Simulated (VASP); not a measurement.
Wanted: the native input for a VASP 6.6.1 run.

```yaml
Task: single point
Functional: LDA
Potentials_or_basis: VASP PAW LDA potentials, release 64 (Rh_pv)
Cutoff: 520 eV
k_mesh: 18 × 18 × 12
Occupations: methfessel-paxton, width 0.02 eV
Spin: no spin polarisation
Dipole_correction: no
Further_INCAR_settings: ALGO = Fast; EDIFF = 1e-06; NBANDS = 22
```

The structure of Rh lies in POSCAR:

```
Rh
1.0
    2.8675279943      0.0000000000      0.0000000000
   -1.4337639972      2.3650972278      0.0000000000
    0.0000000000      0.0000000000      4.4284890000
Rh
2
Direct
    0.6666666667      0.3333333333      0.7500000000
    0.3333333333      0.6666666667      0.2500000000
```

This cell differs from its parent crystal: strain +0.0500 x Voigt [1, 0, 0, 0, 0, 0].

One way to write it, as run:

INCAR

```
PREC = Accurate
ENCUT = 520
EDIFF = 1E-6
ISMEAR = 1
SIGMA = 0.02
LREAL = False
LASPH = True
NELM = 100
ALGO = Fast
ISIF = 2
LWAVE = False
LCHARG = True
LELF = True
LVHAR = True
NBANDS = 22
```

KPOINTS

```
Automatic mesh
0
Gamma
  18 18 12
```

Potentials or basis: VASP PAW LDA potentials, release 64 (Rh_pv).

Launch:

```bash
$ cat potpaw_LDA.64/Rh_pv/POTCAR > POTCAR
$ mpirun -np 1 vasp_std > vasp.out
```

It gave:

- Pressure: -27.4 GPa
- Largest force: 0.073 eV/Å
- Band gap on the k mesh: zero (band 15 reaches 10.78 eV, above the bottom of band 16 at 8.72 eV)

Caveat: the cell differs from its parent crystal (strain +0.0500 x Voigt [1, 0, 0, 0, 0, 0]).

Wall time 3.6 min on 1 thread of Intel Xeon 6975P-C (shared host), peak memory 0.41 GiB.
